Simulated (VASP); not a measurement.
# TePb (I4mm) in VASP: a series of runs, part 2 of 2

VASP 6.6.1. The steps go on from the part before.

### 4 Single point, PBE (all Pb atoms moved +0.037 Å, as atom 2 along Cartesian [0 1 0])

The input, INCAR:

```
SYSTEM = TePb
ALGO = Normal
EDIFF = 1E-7
ENCUT = 520
GGA = PE
ISIF = 2
ISMEAR = 0
LASPH = .True.
LCHARG = .False.
LREAL = .False.
LWAVE = .False.
NBANDS = 17
NELM = 60
PREC = Accurate
SIGMA = 0.05
```

The input, KPOINTS:

```
k-points
0
Gamma
  8 8 8
  0 0 0
```

The input, POSCAR:

```
TePb
1.0
    0.0000000000      3.2270000000      3.2270000000
    3.2270000000      0.0000000000      3.2270000000
    3.2270000000      3.2270000000      0.0000000000
Te Pb
1 1
Direct
    0.5000000000      0.5000000000      0.5000000000
    0.0058103502     -0.0058103502      0.0058103502
```

Potentials or basis: VASP PAW PBE potentials, release 64 (Te, Pb_d).

Command:

```sh
$ cat potpaw_PBE.64/Te/POTCAR potpaw_PBE.64/Pb_d/POTCAR > POTCAR
$ mpirun -np 1 vasp_std > vasp.out
```

OUTCAR:

```text
SYSTEM = TePb
   EDIFF = 1E-7
   ENCUT = 520
   GGA = PE
   ISIF = 2
   ISMEAR = 0
   LASPH = .True.
   LREAL = .False.
   NELM = 60
   PREC = Accurate

 ion  position               nearest neighbor table
   1  0.500  0.500  0.500-   2 3.19   2 3.23   2 3.23   2 3.23   2 3.23   2 3.26
   2  0.006  0.994  0.006-   1 3.19   1 3.23   1 3.23   1 3.23   1 3.23   1 3.26

  LATTYP: Found a face centered cubic cell.
 ALAT       =     6.4540000000

  Lattice vectors:

 A1 = (   0.0000000000,   3.2270000000,   3.2270000000)
 A2 = (   3.2270000000,   0.0000000000,   3.2270000000)
 A3 = (   3.2270000000,   3.2270000000,   0.0000000000)

Analysis of symmetry for initial positions (statically):
=====================================================================
 Subroutine PRICEL returns:
 Original cell was already a primitive cell.

 Routine SETGRP: Setting up the symmetry group for a
 face centered cubic supercell.

 Subroutine GETGRP returns: Found  8 space group operations
 (whereof  8 operations were pure point group operations)
 out of a pool of 48 trial point group operations.

The static configuration has the point symmetry C_4v.

Analysis of symmetry for dynamics (positions and initial velocities):
=====================================================================
 Subroutine PRICEL returns:
 Original cell was already a primitive cell.

 Routine SETGRP: Setting up the symmetry group for a
 face centered cubic supercell.

 Subroutine GETGRP returns: Found  8 space group operations
 (whereof  8 operations were pure point group operations)
 out of a pool of 48 trial point group operations.

The dynamic configuration has the point symmetry C_4v.

 Subroutine INISYM returns: Found  8 space group operations
 (whereof  8 operations are pure point group operations),
 and found     1 'primitive' translations

----------------------------------------------------------------------------------------

                                     Primitive cell

  volume of cell :      67.2089

  direct lattice vectors                    reciprocal lattice vectors
     0.000000000  3.227000000  3.227000000    -0.154942671  0.154942671  0.154942671
     3.227000000  0.000000000  3.227000000     0.154942671 -0.154942671  0.154942671
     3.227000000  3.227000000  0.000000000     0.154942671  0.154942671 -0.154942671

  length of vectors
     4.563667166  4.563667166  4.563667166     0.268368579  0.268368579  0.268368579

  position of ions in fractional coordinates (direct lattice)
     0.500000000  0.500000000  0.500000000
     0.005810350  0.994189650  0.005810350

  ion indices of the primitive-cell ions
   primitive index   ion index
                 1           1
                 2           2

----------------------------------------------------------------------------------------

 KPOINTS: k-points

Automatic generation of k-mesh.
 Grid dimensions read from file:
 generate k-points for:    8    8    8

 Generating k-lattice:

  Cartesian coordinates                     Fractional coordinates (reciprocal lattice)
    -0.019367834  0.019367834  0.019367834     0.125000000  0.000000000  0.000000000
     0.019367834 -0.019367834  0.019367834     0.000000000  0.125000000  0.000000000
     0.019367834  0.019367834 -0.019367834     0.000000000  0.000000000  0.125000000

  Length of vectors
     0.033546072  0.033546072  0.033546072

  Shift w.r.t. Gamma in fractional coordinates (k-lattice)
     0.000000000  0.000000000  0.000000000

 Subroutine IBZKPT returns following result:
 ===========================================

 Found     59 irreducible k-points:

 Following reciprocal coordinates:
            Coordinates               Weight
  0.000000  0.000000  0.000000      1.000000
  0.125000  0.000000  0.000000      8.000000
  0.250000  0.000000  0.000000      8.000000
  0.375000  0.000000  0.000000      8.000000
  0.500000  0.000000  0.000000      4.000000
  0.125000  0.125000  0.000000      4.000000
[... 16 lines left out ...]
  0.250000  0.000000  0.375000      8.000000
  0.500000  0.250000  0.000000     16.000000
 [... further k-points ...]
   k-points           NKPTS =     59   k-points in BZ     NKDIM =     59   number of bands    NBANDS=     17
   number of dos      NEDOS =    301   number of ions     NIONS =      2
   total plane-waves  NPLWV =  46656
   dimension x,y,z NGX =    36 NGY =   36 NGZ =   36
   dimension x,y,z NGXF=    72 NGYF=   72 NGZF=   72
   ions per type =               1   1
   NGX,Y,Z   is equivalent  to a cutoff of  13.11, 13.11, 13.11 a.u.
   NGXF,Y,Z  is equivalent  to a cutoff of  26.23, 26.23, 26.23 a.u.
 SYSTEM =  TePb
   PREC   = accura    normal or accurate (medium, high low for compatibility)
   ISTART =      0    job   : 0-new  1-cont  2-samecut
   ICHARG =      2    charge: 1-file 2-atom 10-const
   ISPIN  =      1    spin polarized calculation?
   LNONCOLLINEAR =      F non collinear calculations
   LSORBIT =      F    spin-orbit coupling
   LASPH  =      T    aspherical Exc in radial PAW
   ENCUT  =  520.0 eV  38.22 Ry    6.18 a.u.   8.49  8.49  8.49*2*pi/ulx,y,z
   NELM   =     60;   NELMIN=  2; NELMDL= -5     # of ELM steps
   EDIFF  = 0.1E-06   stopping-criterion for ELM
   LREAL  =      F    real-space projection
   EDIFFG = 0.1E-05   stopping-criterion for IOM
   NSW    =      0    number of steps for IOM
   IBRION =     -1    ionic relax: 0-MD 1-quasi-New 2-CG
   NFREE  =      0    steps in history (QN), initial steepest desc. (CG)
   ISIF   =      2    stress and relaxation
   ISYM   =      2    0-nonsym 1-usesym 2-fastsym
   POTIM  = 0.5000    time-step for ionic-motion
   TEBEG  =    0.0;   TEEND  =   0.0 temperature during run
   PSTRESS=    0.0 pullay stress
   NELECT =      20.0000    total number of electrons
   NUPDOWN=      -1.0000    fix difference up-down
   EMIN   =  10.00;   EMAX   =-10.00  energy-range for DOS
   EFERMI =   0.00;   METHOD = LEGACY
   ISMEAR =     0;   SIGMA  =   0.05  broadening in eV -4-tet -1-fermi 0-gaus
   EFERMI_NEDOS =   21; number of points for ismear=-14 and -15
   IALGO  =     38    algorithm
   IMIX   =      4    mixing-type and parameters
     AMIX     =   0.40;   BMIX     =  1.00
     AMIX_MAG =   1.60;   BMIX_MAG =  1.00
  volume/ion in A,a.u.               =      33.60       226.77
  Fermi-wavevector in a.u.,A,eV,Ry     =   1.092972  2.065418 16.253366  1.194589
  Thomas-Fermi vector in A             =   2.229249
   LORBIT       =      0    0 simple, 1 ext, 2 COOP (PROOUT), +10 PAW based schemes
   GGA     = PE    functional components
   LHFCALC =     F    Hartree Fock is set to
   AEXX    =    0.0000 exact exchange contribution
   IVDW    =     0    specifies the selected vdW correction
   LEPSILON=     F    determine dielectric tensor
   LRPA    =     F    only Hartree local field effects (RPA)
 non-spin polarized calculation
 Gauss-broadening in eV      SIGMA  =   0.05
  energy-cutoff  :      520.00
  volume of cell :       67.21
 maximum number of plane-waves:      1837
 NGX is ok and might be reduce to    36
   NGX = 17   NGY = 17   NGZ = 17

 number of electron      19.9999997 magnetization

 Free energy of the ion-electron system (eV)
  ---------------------------------------------------
  ext. energy  EPLUGINS =         0.00000000
  ---------------------------------------------------
  free energy    TOTEN  =        -7.49729775 eV

  energy without entropy =       -7.49729775  energy(sigma->0) =       -7.49729775

 E-fermi :   5.9030     XC(G=0):  -9.3167

 val. band max:        5.6717373585   @ k =   0.5000   0.0000   0.0000
 cond. band min:       6.4069998173   @ k =   0.5000   0.0000   0.0000
 fundamental gap:      0.7352624588
 Fermi energy:         5.9030479660

 k-point     1 :       0.0000    0.0000    0.0000
  band No.  band energies     occupation
      1     -11.0541      2.00000
      2     -11.0540      2.00000
      3     -11.0447      2.00000
      4     -11.0444      2.00000
      5     -11.0444      2.00000
      6      -6.3779      2.00000
[... 9 lines left out ...]
     16      11.4678      0.00000
     17      13.0246      0.00000
[... 441 lines left out ...]
 k-point    24 :       0.5000    0.2500    0.0000
  band No.  band energies     occupation
      1     -11.0922      2.00000
      2     -11.0552      2.00000
      3     -11.0446      2.00000
      4     -11.0276      2.00000
      5     -11.0233      2.00000
      6      -4.8343      2.00000
[... 9 lines left out ...]
     16      15.3274      0.00000
     17      16.1373      0.00000

 [... further k-points ...]

------------------------ aborting loop because EDIFF is reached ----------------------------------------

  FORCE on cell =-STRESS in cart. coord.  units (eV):
  Direction    XX          YY          ZZ          XY          YZ          ZX
  --------------------------------------------------------------------------------------
  -------------------------------------------------------------------------------------
  Total        0.9530041      0.9761252      0.9530041      0.0000000     -0.0000000     -0.0000000
  in kB       22.7184378     23.2696166     22.7184378      0.0000000     -0.0000000     -0.0000000
  external PRESSURE =      22.9021641 kB  Pullay stress =       0.0000000 kB

 VOLUME and BASIS-vectors are now :
 -----------------------------------------------------------------------------
  energy-cutoff  :      520.00
  volume of cell :       67.21
      direct lattice vectors                 reciprocal lattice vectors
     0.000000000  3.227000000  3.227000000    -0.154942671  0.154942671  0.154942671
     3.227000000  0.000000000  3.227000000     0.154942671 -0.154942671  0.154942671
     3.227000000  3.227000000  0.000000000     0.154942671  0.154942671 -0.154942671

 POSITION                                       TOTAL-FORCE (eV/Angst)
 -----------------------------------------------------------------------------------
      3.22700      3.22700      3.22700         0.000000      0.025577      0.000000
      3.22700      0.03750      3.22700         0.000000     -0.025577      0.000000
 -----------------------------------------------------------------------------------
    total drift:                                0.000000     -0.000117      0.000000

  FREE ENERGIE OF THE ION-ELECTRON SYSTEM (eV)
  ---------------------------------------------------
  free  energy   TOTEN  =        -7.4972977517 eV

  energy  without entropy=       -7.4972977517  energy(sigma->0) =       -7.49729775
```

OSZICAR:

```text
N       E                     dE             d eps       ncg     rms          rms(c)
DAV:   1     0.151828382265E+03    0.15183E+03   -0.91589E+03  2014   0.113E+03
DAV:   2     0.277056258515E+01   -0.14906E+03   -0.14442E+03  2148   0.292E+02
DAV:   3    -0.733544661569E+01   -0.10106E+02   -0.10031E+02  2581   0.832E+01
DAV:   4    -0.760671920579E+01   -0.27127E+00   -0.27109E+00  2629   0.153E+01
DAV:   5    -0.761675624970E+01   -0.10037E-01   -0.10037E-01  2877   0.258E+00    0.336E+00
DAV:   6    -0.749879014511E+01    0.11797E+00   -0.25711E-01  2939   0.358E+00    0.207E+00
DAV:   7    -0.749550635349E+01    0.32838E-02   -0.82183E-02  2496   0.139E+00    0.921E-01
DAV:   8    -0.749735675715E+01   -0.18504E-02   -0.95709E-03  2484   0.988E-01    0.151E-01
DAV:   9    -0.749725774267E+01    0.99014E-04   -0.11684E-03  3068   0.373E-01    0.681E-02
DAV:  10    -0.749729264402E+01   -0.34901E-04   -0.14803E-04  2363   0.912E-02    0.181E-02
DAV:  11    -0.749729866016E+01   -0.60161E-05   -0.39095E-05  2744   0.530E-02    0.175E-02
DAV:  12    -0.749729840104E+01    0.25912E-06   -0.22699E-06  2261   0.855E-03    0.123E-02
DAV:  13    -0.749729760565E+01    0.79539E-06   -0.10412E-06  2579   0.732E-03    0.338E-03
DAV:  14    -0.749729770876E+01   -0.10312E-06   -0.32054E-07  2187   0.444E-03    0.118E-03
DAV:  15    -0.749729775166E+01   -0.42893E-07   -0.36155E-08  1290   0.134E-03
   1 F= -.74972978E+01 E0= -.74972978E+01  d E =-.111811E-12
```

Run time: 78 s. Hardware: 1 thread of Intel Xeon 8259CL, shared host; peak memory 0.24 GiB.

Results:

```yaml
Free_energy: -7.4973 eV
Pressure: 2.3 GPa
Largest_force: 0.026 eV/Å
Band_gap_on_the_k_mesh: 0.74 eV
```

Forces in eV/Å, atoms in the order of the input:
```
Te   0.000  0.026  0.000
Pb   0.000 -0.026  0.000
```

Levels at points of the mesh, in eV from the valence-band top:
```tsv
k point	band 7	band 8	band 9	band 10	band 11	band 12	band 13	band 14
(0.00, 0.00, 0.00)	-5.58	-1.36	-1.36	-1.36	4.08	4.08	4.09	5.79
(0.50, 0.00, 0.00)	-8.60	-0.91	-0.90	0.00	0.74	1.27	1.27	8.39
(0.50, 0.50, 0.00)	-7.30	-4.53	-2.82	-2.82	3.27	5.49	5.50	6.73
(0.50, 0.00, 0.50)	-7.30	-4.52	-2.82	-2.82	3.28	5.49	5.49	6.74
```

Caveat: the cell differs from its parent crystal (all Pb atoms moved +0.037 Å, as atom 2 along Cartesian [0 1 0]); spin-orbit coupling is left out, which moves the levels of the heavy elements. A k mesh can miss the band edges.

### 5 Overview

```csv
cell,gap on the mesh (eV),pressure (GPa),largest force (eV/Å)
"as given, atomic positions A",0.76,2.3,0.06
"as given, atomic positions B",0.80,2.4,0.10
"as given, atomic positions C",0.74,2.3,0.03
```

Alike in all rows: task single point; level PBE; potentials or basis VASP PAW PBE potentials, release 64 (Te, Pb_d); no spin polarisation; k mesh 8 × 8 × 8; cutoff (eV) 520; smearing gaussian 0.05 eV.

Caveats: spin-orbit coupling is left out, which moves the levels of the heavy elements.

Absolute energies hang on the potentials; compare differences alone.
